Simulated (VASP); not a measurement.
CdSe:

```
CELL_PARAMETERS angstrom
0.00000 3.06780 3.06780
3.06780 0.00000 3.06780
3.06780 3.06780 0.00000
ATOMIC_POSITIONS crystal
Cd 0.00000 0.00000 0.00000
Se 0.75000 0.75000 0.75000
```

Base run:

```yaml
Program: VASP 6.6.1
Functional: r2SCAN0
Potentials_or_basis: VASP PAW PBE potentials, release 64 (Cd, Se)
Cutoff: 520 eV
k_mesh: 6 × 6 × 6
Occupations: gaussian, width 0.01 eV
Spin: no spin polarisation
```

Its results: band gap on the k mesh 2.39 eV; pressure -0.6 GPa.

Question: The run is repeated on the same cell with these changes: functional from r2SCAN0 to PBE0. What comes out?

Answer: Band gap on the k mesh 2.11 eV; pressure 0.2 GPa.

Caveats: the PAW data sets were made with another functional, which shifts forces and pressure a little.

